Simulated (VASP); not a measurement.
Set up this calculation in VASP 6.6.1, as the native input.

| Property | Result |
| --- | --- |
| Task | single point |
| Functional | r2SCAN |
| Potentials or basis | VASP PAW PBE potentials, release 64 (Ba_sv, Te) |
| Cutoff | 520 eV |
| k mesh | 6 × 6 × 6 |
| Occupations | gaussian, width 0.01 eV |
| Spin | no spin polarisation |
| Dipole correction | no |
| Further INCAR settings | ALGO = Normal; EDIFF = 1e-06; NBANDS = 15 |

BaTe:

```xyz
2
Lattice="0.0000 3.4967 3.4967 3.4967 0.0000 3.4967 3.4967 3.4967 0.0000" Properties=species:S:1:pos:R:3 pbc="T T T"
Ba    0.0000    0.0000    0.0000
Te    3.4967    3.4967    3.4967
```

This cell differs from its parent crystal: volume changed by -3%.

These files were run (other wordings do the same):

POSCAR

```
BaTe
1.0
    0.0000000000      3.4966961764      3.4966961764
    3.4966961764      0.0000000000      3.4966961764
    3.4966961764      3.4966961764      0.0000000000
Ba Te
1 1
Direct
    0.0000000000      0.0000000000      0.0000000000
    0.5000000000      0.5000000000      0.5000000000
```

INCAR.step1

```
SYSTEM = BaTe
ALGO = Normal
EDIFF = 1E-4
ENCUT = 520
GGA = PE
ISMEAR = 0
LASPH = .TRUE.
LCHARG = .FALSE.
LREAL = .FALSE.
LWAVE = .TRUE.
NBANDS = 15
NELM = 100
PREC = Accurate
SIGMA = 0.01
```

INCAR.step2

```
SYSTEM = BaTe
ALGO = Normal
EDIFF = 1E-6
ENCUT = 520
ISIF = 2
ISMEAR = 0
ISTART = 1
LASPH = .TRUE.
LCHARG = .FALSE.
LMIXTAU = .TRUE.
LREAL = .FALSE.
LWAVE = .FALSE.
METAGGA = R2SCAN
NBANDS = 15
NELM = 100
PREC = Accurate
SIGMA = 0.01
```

KPOINTS

```
k-points
0
G
  6 6 6
  0 0 0
```

Potentials or basis: VASP PAW PBE potentials, release 64 (Ba_sv, Te).

Launch:

```bash
$ cat potpaw_PBE.64/Ba_sv/POTCAR potpaw_PBE.64/Te/POTCAR > POTCAR
$ cp INCAR.step1 INCAR
$ mpirun -np 1 vasp_std > vasp.out
$ cp INCAR.step2 INCAR
$ mpirun -np 1 vasp_std > vasp.out
```

Results of the run:

The pressure is 1.3 GPa and the band gap on the k mesh is 1.87 eV, indirect (least direct gap 2.26 eV).

Caveat: the PAW data sets were made with another functional, which shifts forces and pressure a little; spin-orbit coupling is left out, which moves the levels of the heavy elements.

Run time: 2 min on 1 thread of Intel Xeon 6975P-C, on a shared host, peak memory 0.26 GiB.
